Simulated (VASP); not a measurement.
Wanted: the native input for a VASP 6.6.1 run.

```yaml
Task: relaxation of shape and atoms at fixed volume
Functional: PBE
Dispersion: D3(BJ)
Potentials_or_basis: VASP PAW PBE potentials, release 64 (C, O)
Cutoff: 600 eV
k_mesh: 6 × 6 × 6
Occupations: gaussian, width 0.02 eV
Spin: no spin polarisation
Dipole_correction: no
Further_INCAR_settings: ALGO = Normal; EDIFF = 1e-07; IBRION = 2; EDIFFG = -0.01; NSW = 50; ISIF = 4
```

The structure of CO2 lies in POSCAR:

```
CO2
1.0
    4.3460005046      0.0000000000      0.0000000000
    0.0000000000      4.3460005046      0.0000000000
    0.0000000000      0.0000000000      4.6898629478
C O
2 4
Direct
    0.5000000000      0.5000000000      0.5000000000
    0.0000000000      0.0000000000      0.0000000000
    0.3118058048      0.6881941952      0.5000000000
    0.6881941952      0.3118058048      0.5000000000
    0.1881941952      0.1881941952      0.0000000000
    0.8118058048      0.8118058048      0.0000000000
```

One way to write it, as run:

INCAR

```
  ALGO = Normal
  EDIFF = 1E-7
  EDIFFG = -0.01
  ENCUT = 600
  GGA = PE
  IBRION = 2
  ISIF = 4
  ISMEAR = 0
  IVDW = 12
  LASPH = True
  LCHARG = False
  LREAL = False
  LWAVE = False
  NELM = 60
  NSW = 50
  PREC = Accurate
  SIGMA = 0.02
```

KPOINTS

```
k-points
0
Gamma
  6 6 6
```

Potentials or basis: VASP PAW PBE potentials, release 64 (C, O).

Command:

```console
$ cat potpaw_PBE.64/C/POTCAR potpaw_PBE.64/O/POTCAR > POTCAR
$ mpirun -np 1 vasp_std > vasp.out
```

It gave:

```yaml
Energy_gained_by_relaxing: 11.2 meV/atom
Ionic_steps: 4
Pressure_after_relaxing: 0.1 GPa
Largest_force_after_relaxing: 0.008 eV/Å
Band_gap_on_the_k_mesh: 6.51 eV (least direct gap 6.90 eV)
Dispersion_energy_per_atom: -0.070 eV
```

Wall time 78 s on 1 thread of Intel(R) Xeon(R) 6975P-C (Granite Rapids) (shared host), peak memory 0.26 GiB.
